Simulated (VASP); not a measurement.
Runs of VASP 6.6.1 on SnSe (rocksalt type). The structure is that of space group Fm-3m (No. 225), or close to it. The cells are those of the table. 

| task | cell | cutoff (eV) | k mesh for the DOS | occupations for the DOS | gap on the mesh (eV) | pressure (GPa) |
| --- | --- | --- | --- | --- | --- | --- |
| single point | a = 4.170 Å, angles 60.0°, 2 atoms | 520 | - | - | 0.12 | 0.1 |
| relaxation of cell and atoms | relaxed from a = 3.741 Å, angles 60.0°, 2 atoms | 600 | - | - | 0.12 | 0.0 |
| single point | a = 3.871 Å, angles 60.0°, 2 atoms | 520 | - | - | none | (a) |
| single point | a = 3.593 Å, angles 60.0°, 2 atoms | 520 | - | - | none | (b) |
| single point | a = 3.416 Å, angles 60.0°, 2 atoms | 520 | - | - | none | 129.4 |
| single point | a = 4.085 Å, angles 60.0°, 2 atoms | 520 | - | - | 0.11 | 4.3 |
| single point | a = 3.996 Å, angles 60.0°, 2 atoms | 520 | - | - | 0.10 | 10.2 |

Alike in all rows: level LDA; potentials or basis VASP PAW LDA potentials, release 64 (Sn_d, Se); no spin polarisation; k mesh 14 × 14 × 14; smearing fermi-dirac 0.05 eV.

Question: Estimate the missing entries.

Answer: (a) 21.6; (b) 70.2.

Caveats: spin-orbit coupling is left out, which moves the levels of the heavy elements.

A k mesh can miss the band edges, and the runs leave out spin-orbit coupling on Se, Sn.

A gap of «none» marks levels without a gap at the run's occupations.
